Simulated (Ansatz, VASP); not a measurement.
Mo in VASP and in Ansatz

```
Mo
1.0
     0.00000    2.01500    2.01500
     2.01500    0.00000    2.01500
     2.01500    2.01500    0.00000
Mo
1
Direct
  0.00000 0.00000 0.00000
```

Alike in both runs: task single point; functional PBE; k mesh 10 × 10 × 10; occupations fermi-dirac, width 0.15 eV; no spin polarisation.

```csv
,VASP,Ansatz
version,VASP 6.6.1,Ansatz 0.2.0
potentials or method,"VASP PAW PBE potentials, release 64 (Mo_sv), cutoff 520 eV","plane waves, PAW"
valence electrons in the cell,14,14
```

```csv
,VASP,Ansatz,Ansatz less VASP
pressure (GPa),-4.0,-4.5,-0.43
```
